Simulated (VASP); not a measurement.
# BAs (F-43m) in VASP: further runs, part 3 of 3

VASP 6.6.1. Earlier steps stand in the parts before.

## Step 5: Relaxation of the atoms, r2SCAN

This run uses another cell than the first one, of 13.40 Å³/atom.

POSCAR

```
BAs
1.0
    0.0000000000      2.3752108600      2.3752108600
    2.3752108600      0.0000000000      2.3752108600
    2.3752108600      2.3752108600      0.0000000000
B As
1 1
Direct
    0.0000000000      0.0000000000      0.0000000000
    0.2500000000      0.2500000000      0.2500000000
```

INCAR.step1

```
ALGO = Normal
EDIFF = 1E-4
ENCUT = 520
GGA = PE
ISMEAR = -1
LASPH = T
LCHARG = F
LREAL = F
LWAVE = T
NELM = 80
PREC = Accurate
SIGMA = 0.02
```

INCAR.step2

```
ALGO = Normal
EDIFF = 1E-7
EDIFFG = -0.01
ENCUT = 520
IBRION = 2
ISIF = 2
ISMEAR = -1
ISTART = 1
LASPH = T
LCHARG = F
LMIXTAU = T
LREAL = F
LWAVE = F
METAGGA = R2SCAN
NELM = 80
NSW = 50
PREC = Accurate
SIGMA = 0.02
```

KPOINTS

```
k-points
0
Gamma
  10 10 10
```

Potentials or basis: VASP PAW PBE potentials, release 64 (B, As).

The run is started by

```sh
> cat potpaw_PBE.64/B/POTCAR potpaw_PBE.64/As/POTCAR > POTCAR
> cp INCAR.step1 INCAR
> mpirun -np 1 vasp_std > vasp.out
> cp INCAR.step2 INCAR
> mpirun -np 1 vasp_std > vasp.out
```

OUTCAR:

```text
EDIFF = 1E-7
   EDIFFG = -0.01
   ENCUT = 520
   IBRION = 2
   ISIF = 2
   ISMEAR = -1
   ISTART = 1
   LASPH = T
   LREAL = F
   METAGGA = R2SCAN
   NELM = 80
   NSW = 50
   PREC = Accurate

 ion  position               nearest neighbor table
   1  0.000  0.000  0.000-   2 2.06   2 2.06   2 2.06   2 2.06
   2  0.250  0.250  0.250-   1 2.06   1 2.06   1 2.06   1 2.06

  LATTYP: Found a face centered cubic cell.
 ALAT       =     4.7504217200

  Lattice vectors:

 A1 = (   0.0000000000,   2.3752108600,   2.3752108600)
 A2 = (   2.3752108600,   0.0000000000,   2.3752108600)
 A3 = (   2.3752108600,   2.3752108600,   0.0000000000)

Analysis of symmetry for initial positions (statically):
=====================================================================
 Subroutine PRICEL returns:
 Original cell was already a primitive cell.

 Routine SETGRP: Setting up the symmetry group for a
 face centered cubic supercell.

 Subroutine GETGRP returns: Found 24 space group operations
 (whereof 24 operations were pure point group operations)
 out of a pool of 48 trial point group operations.

The static configuration has the point symmetry T_d .

Analysis of symmetry for dynamics (positions and initial velocities):
=====================================================================
 Subroutine PRICEL returns:
 Original cell was already a primitive cell.

 Routine SETGRP: Setting up the symmetry group for a
 face centered cubic supercell.

 Subroutine GETGRP returns: Found 24 space group operations
 (whereof 24 operations were pure point group operations)
 out of a pool of 48 trial point group operations.

The dynamic configuration has the point symmetry T_d .

 Subroutine INISYM returns: Found 24 space group operations
 (whereof 24 operations are pure point group operations),
 and found     1 'primitive' translations

----------------------------------------------------------------------------------------

                                     Primitive cell

  volume of cell :      26.8001

  direct lattice vectors                    reciprocal lattice vectors
     0.000000000  2.375210860  2.375210860    -0.210507626  0.210507626  0.210507626
     2.375210860  0.000000000  2.375210860     0.210507626 -0.210507626  0.210507626
     2.375210860  2.375210860  0.000000000     0.210507626  0.210507626 -0.210507626

  length of vectors
     3.359055412  3.359055412  3.359055412     0.364609904  0.364609904  0.364609904

  position of ions in fractional coordinates (direct lattice)
     0.000000000  0.000000000  0.000000000
     0.250000000  0.250000000  0.250000000

  ion indices of the primitive-cell ions
   primitive index   ion index
                 1           1
                 2           2

----------------------------------------------------------------------------------------

 KPOINTS: k-points

Automatic generation of k-mesh.
 Grid dimensions read from file:
 generate k-points for:   10   10   10

 Generating k-lattice:

  Cartesian coordinates                     Fractional coordinates (reciprocal lattice)
    -0.021050763  0.021050763  0.021050763     0.100000000  0.000000000  0.000000000
     0.021050763 -0.021050763  0.021050763     0.000000000  0.100000000  0.000000000
     0.021050763  0.021050763 -0.021050763     0.000000000  0.000000000  0.100000000

  Length of vectors
     0.036460990  0.036460990  0.036460990

  Shift w.r.t. Gamma in fractional coordinates (k-lattice)
     0.000000000  0.000000000  0.000000000

 Subroutine IBZKPT returns following result:
 ===========================================

 Found     47 irreducible k-points:

 Following reciprocal coordinates:
            Coordinates               Weight
  0.000000  0.000000  0.000000      1.000000
  0.100000  0.000000  0.000000      8.000000
  0.200000  0.000000  0.000000      8.000000
  0.300000  0.000000  0.000000      8.000000
  0.400000  0.000000  0.000000      8.000000
  0.500000  0.000000  0.000000      4.000000
[... 16 lines left out ...]
  0.300000  0.300000  0.000000      6.000000
  0.400000  0.300000  0.000000     24.000000
 [... further k-points ...]
   k-points           NKPTS =     47   k-points in BZ     NKDIM =     47   number of bands    NBANDS=      8
   number of dos      NEDOS =    301   number of ions     NIONS =      2
   total plane-waves  NPLWV =  21952
   dimension x,y,z NGX =    28 NGY =   28 NGZ =   28
   dimension x,y,z NGXF=    56 NGYF=   56 NGZF=   56
   ions per type =               1   1
   NGX,Y,Z   is equivalent  to a cutoff of  13.86, 13.86, 13.86 a.u.
   NGXF,Y,Z  is equivalent  to a cutoff of  27.72, 27.72, 27.72 a.u.
 SYSTEM =  unknown system
   PREC   = accura    normal or accurate (medium, high low for compatibility)
   ISTART =      1    job   : 0-new  1-cont  2-samecut
   ICHARG =      0    charge: 1-file 2-atom 10-const
   ISPIN  =      1    spin polarized calculation?
   LNONCOLLINEAR =      F non collinear calculations
   LSORBIT =      F    spin-orbit coupling
   LASPH  =      T    aspherical Exc in radial PAW
   ENCUT  =  520.0 eV  38.22 Ry    6.18 a.u.   6.25  6.25  6.25*2*pi/ulx,y,z
   NELM   =     80;   NELMIN=  2; NELMDL=  0     # of ELM steps
   EDIFF  = 0.1E-06   stopping-criterion for ELM
   LREAL  =      F    real-space projection
   EDIFFG = -.1E-01   stopping-criterion for IOM
   NSW    =     50    number of steps for IOM
   IBRION =      2    ionic relax: 0-MD 1-quasi-New 2-CG
   NFREE  =      1    steps in history (QN), initial steepest desc. (CG)
   ISIF   =      2    stress and relaxation
   ISYM   =      2    0-nonsym 1-usesym 2-fastsym
   POTIM  = 0.5000    time-step for ionic-motion
   TEBEG  =    0.0;   TEEND  =   0.0 temperature during run
   PSTRESS=    0.0 pullay stress
   NELECT =       8.0000    total number of electrons
   NUPDOWN=      -1.0000    fix difference up-down
   EMIN   =  10.00;   EMAX   =-10.00  energy-range for DOS
   EFERMI =   0.00;   METHOD = LEGACY
   ISMEAR =    -1;   SIGMA  =   0.02  broadening in eV -4-tet -1-fermi 0-gaus
   EFERMI_NEDOS =   21; number of points for ismear=-14 and -15
   IALGO  =     38    algorithm
   IMIX   =      4    mixing-type and parameters
     AMIX     =   0.40;   BMIX     =  1.00
     AMIX_MAG =   1.60;   BMIX_MAG =  1.00
  volume/ion in A,a.u.               =      13.40        90.43
  Fermi-wavevector in a.u.,A,eV,Ry     =   1.094106  2.067560 16.287092  1.197068
  Thomas-Fermi vector in A             =   2.230404
   LORBIT       =      0    0 simple, 1 ext, 2 COOP (PROOUT), +10 PAW based schemes
   METAGGA = R2SCAN    functional components
   LHFCALC =     F    Hartree Fock is set to
   AEXX    =    0.0000 exact exchange contribution
   IVDW    =     0    specifies the selected vdW correction
   LEPSILON=     F    determine dielectric tensor
   LRPA    =     F    only Hartree local field effects (RPA)
 conjugate gradient relaxation of ions
 non-spin polarized calculation
  energy-cutoff  :      520.00
  volume of cell :       26.80
 maximum number of plane-waves:       740
 NGX is ok and might be reduce to    28
   NGX = 13   NGY = 13   NGZ = 13

 number of electron       8.0000000 magnetization

 Free energy of the ion-electron system (eV)
  ---------------------------------------------------
  ext. energy  EPLUGINS =         0.00000000
  ---------------------------------------------------
  free energy    TOTEN  =       -22.24956282 eV

  energy without entropy =      -22.24956282  energy(sigma->0) =      -22.24956282

 E-fermi :   6.6330     XC(G=0): -11.2094

 val. band max:        6.2123395910   @ k =   0.0000   0.0000   0.0000
 cond. band min:       7.5644482246   @ k =   0.4000   0.4000   0.0000
 fundamental gap:      1.3521086336
 Fermi energy:         6.6330171176

 k-point     1 :       0.0000    0.0000    0.0000
  band No.  band energies     occupation
      1     -10.1064      2.00000
      2       6.2123      2.00000
      3       6.2123      2.00000
      4       6.2123      2.00000
      5       9.6768      0.00000
      6       9.6768      0.00000
      7       9.6768      0.00000
      8      11.5899      0.00000
[... 243 lines left out ...]
 k-point    24 :       0.4000    0.3000    0.0000
  band No.  band energies     occupation
      1      -7.2715      2.00000
      2      -0.6654      2.00000
      3       1.9544      2.00000
      4       2.4624      2.00000
      5       8.1090      0.00000
      6       9.9286      0.00000
      7      15.7534      0.00000
      8      15.9704      0.00000

 [... further k-points ...]

------------------------ aborting loop because EDIFF is reached ----------------------------------------

  FORCE on cell =-STRESS in cart. coord.  units (eV):
  Direction    XX          YY          ZZ          XY          YZ          ZX
  --------------------------------------------------------------------------------------
  -------------------------------------------------------------------------------------
  Total        0.5670724      0.5670724      0.5670724      0.0000000      0.0000000      0.0000000
  in kB       33.9010045     33.9010045     33.9010045      0.0000000      0.0000000      0.0000000
  external PRESSURE =      33.9010045 kB  Pullay stress =       0.0000000 kB

 VOLUME and BASIS-vectors are now :
 -----------------------------------------------------------------------------
  energy-cutoff  :      520.00
  volume of cell :       26.80
      direct lattice vectors                 reciprocal lattice vectors
     0.000000000  2.375210860  2.375210860    -0.210507626  0.210507626  0.210507626
     2.375210860  0.000000000  2.375210860     0.210507626 -0.210507626  0.210507626
     2.375210860  2.375210860  0.000000000     0.210507626  0.210507626 -0.210507626

 POSITION                                       TOTAL-FORCE (eV/Angst)
 -----------------------------------------------------------------------------------
      0.00000      0.00000      0.00000        -0.000000     -0.000000     -0.000000
      1.18761      1.18761      1.18761         0.000000      0.000000      0.000000
 -----------------------------------------------------------------------------------
    total drift:                               -0.000000     -0.000000     -0.000000

  FREE ENERGIE OF THE ION-ELECTRON SYSTEM (eV)
  ---------------------------------------------------
  free  energy   TOTEN  =       -22.2495628201 eV

  energy  without entropy=      -22.2495628201  energy(sigma->0) =      -22.24956282

 reached required accuracy - stopping structural energy minimisation
```

Run time: 27 s. Hardware: 1 thread of Intel Xeon 6975P-C (Granite Rapids), shared host; peak memory 0.16 GiB.

Results:

| Quantity | Value |
| --- | --- |
| Free energy | -22.2496 eV |
| Pressure after relaxing | 3.4 GPa |
| Band gap on the k mesh | 1.35 eV (least direct gap 3.46 eV) |

Final structure:
```
B As
1.0
     0.00000    2.37521    2.37521
     2.37521    0.00000    2.37521
     2.37521    2.37521    0.00000
B As
1 1
Direct
  0.00000 0.00000 0.00000
  0.25000 0.25000 0.25000
```

Caveat: the relaxation stopped at its first step, so nothing moved; the PAW data sets were made with another functional, which shifts forces and pressure a little.

## Step 6: Relaxation of the atoms, r2SCAN

This run uses another cell than the first one, of 13.67 Å³/atom.

POSCAR

```
BAs
1.0
    0.0000000000      2.3912600700      2.3912600700
    2.3912600700      0.0000000000      2.3912600700
    2.3912600700      2.3912600700      0.0000000000
B As
1 1
Direct
    0.0000000000      0.0000000000      0.0000000000
    0.2500000000      0.2500000000      0.2500000000
```

INCAR.step1

```
SYSTEM = BAs
ALGO = Normal ; EDIFF = 1E-4
ENCUT = 520 ; GGA = PE
ISMEAR = -1 ; LASPH = .TRUE.
LCHARG = .FALSE. ; LREAL = .FALSE.
LWAVE = .TRUE. ; NELM = 60
PREC = Accurate ; SIGMA = 0.02
```

INCAR.step2

```
SYSTEM = BAs
ALGO = Normal ; EDIFF = 1E-6
EDIFFG = -0.01 ; ENCUT = 520
IBRION = 2 ; ISIF = 2
ISMEAR = -1 ; ISTART = 1
LASPH = .TRUE. ; LCHARG = .FALSE.
LMIXTAU = .TRUE. ; LREAL = .FALSE.
LWAVE = .FALSE. ; METAGGA = R2SCAN
NELM = 60 ; NSW = 50
PREC = Accurate ; SIGMA = 0.02
```

KPOINTS

```
k-points
0
G
  10 10 10
  0 0 0
```

Potentials or basis: VASP PAW PBE potentials, release 64 (B, As).

The run is started by

```sh
> cat potpaw_PBE.64/B/POTCAR potpaw_PBE.64/As/POTCAR > POTCAR
> cp INCAR.step1 INCAR
> mpirun -np 1 vasp_std > vasp.out
> cp INCAR.step2 INCAR
> mpirun -np 1 vasp_std > vasp.out
```

Run time: 26 s. Hardware: 1 thread of Intel Xeon 6975P-C (Granite Rapids), shared host; peak memory 0.16 GiB.

Results (log left out):

| Quantity | Value |
| --- | --- |
| Free energy | -22.2561 eV |
| Pressure after relaxing | 0.4 GPa |
| Band gap on the k mesh | 1.37 eV (least direct gap 3.44 eV) |

Final structure:
```yaml
crystal:
  lattice:
    - [0.00000, 2.39126, 2.39126]
    - [2.39126, 0.00000, 2.39126]
    - [2.39126, 2.39126, 0.00000]
  atoms:
    - { symbol: B, position: [0.00000, 0.00000, 0.00000] }
    - { symbol: As, position: [0.25000, 0.25000, 0.25000] }
```

Levels at points of the mesh, in eV from the valence-band top:
```tsv
k point	band 1	band 2	band 3	band 4	band 5	band 6	band 7	band 8
(0.00, 0.00, 0.00)	-16.13	0.00	0.00	0.00	3.44	3.44	3.44	5.11
(0.50, 0.00, 0.00)	-13.11	-9.22	-1.93	-1.93	2.95	5.05	5.05	9.57
(0.50, 0.50, 0.00)	-11.68	-9.04	-4.30	-4.30	1.62	1.70	12.13	12.13
```

Caveat: the relaxation stopped at its first step, so nothing moved; the PAW data sets were made with another functional, which shifts forces and pressure a little.

## Step 7: The runs side by side

```csv
task,cell,cutoff (eV),gap on the mesh (eV),pressure (GPa)
relaxation of cell and atoms,"relaxed from a = 3.378 Å, angles 60.0°, 2 atoms",600,1.38,0.0
relaxation of the atoms,"atoms relaxed from a = 3.313 Å, angles 60.0°, 2 atoms",520,1.31,10.5
relaxation of the atoms,"atoms relaxed from a = 3.336 Å, angles 60.0°, 2 atoms",520,1.33,6.7
relaxation of the atoms,"atoms relaxed from a = 3.359 Å, angles 60.0°, 2 atoms",520,1.35,3.4
relaxation of the atoms,"atoms relaxed from a = 3.382 Å, angles 60.0°, 2 atoms",520,1.37,0.4
```

Alike in all rows: level r2SCAN; potentials or basis VASP PAW PBE potentials, release 64 (B, As); no spin polarisation; k mesh 10 × 10 × 10; smearing fermi-dirac 0.02 eV.

Caveats: the PAW data sets were made with another functional, which shifts forces and pressure a little; the relaxation stopped at its first step, so nothing moved (at least some runs).

Total energies depend on the potentials used, so only differences within one code and one set of settings carry meaning.
